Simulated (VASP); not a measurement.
Set up this calculation in VASP 6.6.1, as the native input.

- Task: single point
- Functional: PBE
- Potentials or basis: VASP PAW PBE potentials, release 64 (Zr_sv, B)
- Cutoff: 520 eV
- k mesh: 18 × 18 × 12
- Occupations: gaussian, width 0.1 eV
- Spin: no spin polarisation
- Dipole correction: no
- Further INCAR settings: ALGO = Normal; EDIFF = 1e-06; NBANDS = 16

The structure of ZrB2 lies in POSCAR:

```
ZrB2
1.0
    3.2004214185      0.0000000000      0.0000000000
   -1.6002107093      2.7716462512      0.0000000000
    0.0000000000      0.0000000000      3.5822217857
Zr B
1 2
Direct
    0.0000000000      0.0000000000      0.0000000000
    0.3333333333      0.6666666667      0.5000000000
    0.6666666667      0.3333333333      0.5000000000
```

This cell differs from its parent crystal: volume scaled by 1.03, then relaxed in part.

The input as run:

INCAR

```
SYSTEM = ZrB2
PREC = Accurate ; ENCUT = 520
EDIFF = 1E-6 ; ISMEAR = 0
SIGMA = 0.1 ; LREAL = .FALSE.
LASPH = .TRUE. ; NELM = 60
ALGO = Normal ; ISIF = 2
LWAVE = .FALSE. ; LCHARG = .FALSE.
GGA = PE ; NBANDS = 16
```

KPOINTS

```
Automatic mesh
0
G
  18 18 12
  0 0 0
```

Potentials or basis: VASP PAW PBE potentials, release 64 (Zr_sv, B).

Command:

```console
$ cat potpaw_PBE.64/Zr_sv/POTCAR potpaw_PBE.64/B/POTCAR > POTCAR
$ mpirun -np 1 vasp_std > vasp.out
```

It gave:

```json
{
 "Pressure": "-6.5 GPa",
 "Band gap on the k mesh": "zero (band 9 reaches 10.94 eV, above the bottom of band 10 at 9.66 eV)"
}
```

Wall time 83 s on 1 thread of Intel(R) Xeon(R) Platinum 8488C (Sapphire Rapids), on a shared host, peak memory 0.24 GiB.
